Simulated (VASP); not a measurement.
CdS3: relaxation of cell and atoms with PBE

The system is CdS3.

```
Cd S
1.0
     6.40760    0.00000    0.00000
    -3.20380    5.54914    0.00000
     0.00000    0.00000    4.82971
Cd S
2 6
Direct
  0.33333 0.66667 0.75000
  0.66667 0.33333 0.25000
  0.17982 0.35964 0.25000
  0.64036 0.82018 0.25000
  0.17982 0.82018 0.25000
  0.82018 0.64036 0.75000
  0.35964 0.17982 0.75000
  0.82018 0.17982 0.75000
```

```json
{"Program": "VASP 6.6.1", "Task": "relaxation of cell and atoms", "Functional": "PBE", "Potentials or basis": "VASP PAW PBE potentials, release 64 (Cd, S)", "Cutoff": "500 eV", "k mesh": "3 × 3 × 4", "Occupations": "gaussian, width 0.1 eV", "Spin": "no spin polarisation", "Dipole correction": "no", "Further INCAR settings": "ALGO = Normal; EDIFF = 1e-07; IBRION = 2; EDIFFG = -0.04; NSW = 90; ISIF = 3"}
```

```yaml
Relaxed_volume: 33.37 Å³/atom
Relaxed_cell: a = 6.831 Å, b = 6.831 Å, c = 6.607 Å, α = 90.00°, β = 90.00°, γ = 120.00°
Space_group_after_relaxing_to_0.05_Å: P6_3/mmc (No. 194)
Energy_gained_by_relaxing: 256.7 meV/atom
Ionic_steps: 77
Pressure_after_relaxing: 0.0 GPa
Largest_force_after_relaxing: 0.013 eV/Å
Band_gap_on_the_k_mesh: 0.88 eV, indirect (least direct gap 1.32 eV)
```

Forces on the atoms (eV/Å):
```
Cd   0.000  0.000  0.000
Cd   0.000  0.000  0.000
S    0.000 -0.013  0.000
S    0.011  0.006  0.000
S   -0.011  0.006  0.000
S    0.000  0.013  0.000
S   -0.011 -0.006  0.000
S    0.011 -0.006  0.000
```

Stress tensor (GPa, compression positive):
```
 0.09  0.00  0.00
 0.00  0.09  0.00
 0.00  0.00 -0.16
```

Step by step:
| step | energy change (eV) | largest force (eV/Å) | pressure (GPa) | volume (Å³) |
| --- | --- | --- | --- | --- |
| 1 | 0.0000 | 0.4176 | -6.70 | 171.73 |
| 3 | -0.5138 | 0.0028 | -0.02 | 151.14 |
| 5 | -0.5182 | 0.0205 | -0.21 | 151.37 |
| 7 | -0.5717 | 0.0994 | 0.12 | 149.78 |
| 9 | -0.5965 | 0.1457 | 0.88 | 148.41 |
| 11 | -0.6002 | 0.1584 | 1.05 | 148.28 |
| 13 | -0.6088 | 0.2176 | 0.83 | 150.01 |
| 15 | -0.6162 | 0.2167 | 0.62 | 150.30 |
| 17 | -0.6471 | 0.3282 | -1.24 | 156.23 |
| 19 | -0.6775 | 0.3453 | -1.15 | 157.07 |
| 21 | -0.8657 | 0.5260 | -0.28 | 160.87 |
| 23 | 0.1933 | 4.4320 | 15.45 | 176.69 |
| 25 | -1.2306 | 0.7766 | 6.03 | 170.49 |
| 27 | -1.2796 | 0.2630 | 4.49 | 168.91 |
| 29 | -1.2876 | 0.4768 | 4.96 | 170.46 |
| 31 | -1.3351 | 0.4140 | 4.45 | 172.46 |
| 33 | -1.5002 | 0.1229 | 2.46 | 181.64 |
| 35 | -1.5997 | 0.7329 | -1.81 | 221.65 |
| 37 | -1.6408 | 0.3048 | -0.56 | 204.25 |
| 39 | -1.6655 | 0.0271 | 0.24 | 209.40 |
| 41 | -1.6712 | 0.1419 | 0.97 | 213.34 |
| 43 | -1.7084 | 0.1376 | 1.22 | 221.65 |
| 45 | -1.6507 | 2.0500 | 3.54 | 261.75 |
| 47 | -1.7769 | 0.8300 | 2.35 | 242.50 |
| 49 | -1.7906 | 0.9404 | 2.39 | 247.36 |
| 51 | -1.8137 | 1.1021 | 2.33 | 256.28 |
| 53 | -1.9205 | 0.5797 | 1.15 | 270.31 |
| 55 | -1.9730 | 0.0126 | -0.05 | 290.40 |
| 57 | -1.9941 | 0.2489 | 0.17 | 295.79 |
| 59 | -2.0012 | 0.1794 | 0.00 | 298.82 |
| 61 | -2.0060 | 0.0495 | -0.23 | 300.63 |
| 63 | -2.0150 | 0.2358 | -0.03 | 297.04 |
| 65 | -2.0201 | 0.1328 | -0.18 | 295.81 |
| 67 | -2.0258 | 0.0038 | -0.37 | 292.74 |
| 69 | -2.0413 | 0.1063 | -0.10 | 281.87 |
| 71 | -2.0446 | 0.2082 | 0.15 | 274.05 |
| 73 | -2.0501 | 0.0118 | -0.08 | 268.79 |
| 75 | -2.0505 | 0.0144 | -0.08 | 268.48 |
| 77 | -2.0533 | 0.0128 | 0.01 | 267.00 |

Final structure:
```
CELL_PARAMETERS angstrom
6.83082 0.00000 0.00000
-3.41541 5.91566 0.00000
0.00000 0.00000 6.60737
ATOMIC_POSITIONS crystal
Cd 0.33333 0.66667 0.75000
Cd 0.66667 0.33333 0.25000
S 0.23140 0.46280 0.25000
S 0.53720 0.76860 0.25000
S 0.23140 0.76860 0.25000
S 0.76860 0.53720 0.75000
S 0.46280 0.23140 0.75000
S 0.76860 0.23140 0.75000
```

Levels at points of the mesh, in eV from the valence-band top:
| k point | band 28 | band 29 | band 30 | band 31 | band 32 | band 33 |
| --- | --- | --- | --- | --- | --- | --- |
| (0.00, 0.00, 0.00) | -0.95 | -0.82 | -0.80 | 1.15 | 1.51 | 2.00 |
| (0.00, 0.00, 0.50) | -1.04 | 0.00 | 0.00 | 1.32 | 1.32 | 2.23 |

Run time: 25 min on 1 thread of Intel(R) Xeon(R) 6975P-C (Granite Rapids), on a shared host, peak memory 0.31 GiB.

Caveat: the volume moved by over 15 % at a fixed basis, so the end points are rough. A k mesh can miss the band edges.
